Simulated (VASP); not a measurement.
Si8C7 (a cell with a defect): single point with PBE

Si8C7 (a cell with a defect):

```
Si C
1.0
    -3.07600   -5.32779    0.00000
     4.61400   -2.66389    0.00000
     0.00000    0.00000    5.04800
Si C
8 7
Cartesian
  1.3594 -4.3367 -0.1193
  0.0701 -3.5923 2.6821
  -0.0630 -1.9960 0.0066
  3.0842 -3.5779 2.5058
  3.0731 -1.7742 -0.0181
  1.5257 -0.8808 2.5440
  -1.3789 -4.2752 0.0066
  1.5646 -6.2098 2.5058
  1.5657 -4.4558 1.8164
  1.5269 -0.8815 4.4430
  0.0144 -1.7803 1.9273
  3.0323 -3.5593 4.4035
  3.0861 -1.7818 1.8846
  -1.5270 -4.4501 1.9273
  1.5226 -6.1742 4.4035
```

```yaml
Program: VASP 6.6.1
Task: single point
Functional: PBE
Potentials_or_basis: VASP PAW PBE potentials, release 64 (Si, C)
Cutoff: 520 eV
k_mesh: 2 × 2 × 2
Occupations: gaussian, width 0.02 eV
Spin: no spin polarisation
```

```
Largest force : 0.028 eV/Å
```

Forces in eV/Å, atoms in the order of the input:
```
Si  -0.005  0.003 -0.027
Si   0.015 -0.009 -0.012
Si  -0.010 -0.011 -0.001
Si  -0.001  0.000 -0.013
Si   0.000  0.000  0.009
Si  -0.004  0.002 -0.006
Si   0.004  0.014 -0.001
Si   0.000  0.001 -0.013
C   -0.012  0.007  0.008
C   -0.013  0.007  0.009
C    0.003 -0.006  0.008
C    0.012 -0.001  0.011
C   -0.003  0.002  0.011
C    0.007  0.000  0.008
C    0.007 -0.010  0.011
```

Levels at points of the mesh, in eV from the Fermi level:
| k point | band 29 | band 30 | band 31 | band 32 | band 33 | band 34 |
| --- | --- | --- | --- | --- | --- | --- |
| (0.00, 0.00, 0.00) | -2.21 | -0.36 | 0.53 | 0.98 | 1.04 | 1.56 |
| (0.50, 0.00, 0.00) | -2.38 | -1.12 | -0.39 | 0.14 | 0.83 | 1.24 |
| (0.00, 0.50, 0.00) | -2.28 | -0.67 | -0.09 | 0.79 | 1.22 | 1.57 |
| (0.50, 0.50, 0.00) | -3.00 | -0.53 | -0.45 | -0.38 | 2.39 | 2.60 |
| (0.00, 0.00, 0.50) | -2.42 | -0.40 | 0.23 | 1.10 | 1.36 | 1.96 |
| (0.50, 0.00, 0.50) | -3.19 | -1.18 | -0.57 | 0.09 | 2.62 | 2.96 |
| (0.00, 0.50, 0.50) | -3.24 | -0.93 | -0.40 | 0.51 | 1.24 | 1.47 |
| (0.50, 0.50, 0.50) | -3.63 | -1.32 | -1.09 | -0.71 | 2.68 | 2.70 |

Wall time 37 s on 1 thread of Intel(R) Xeon(R) Platinum 8488C (Sapphire Rapids), on a shared host, peak memory 0.26 GiB.

Caveat: the k points lie up to 0.62 Å⁻¹ apart; the cell carries a net charge on a neutralising background, which shifts energy and pressure; the cell is charged against a uniform background, so pressure and absolute levels hang on convention.
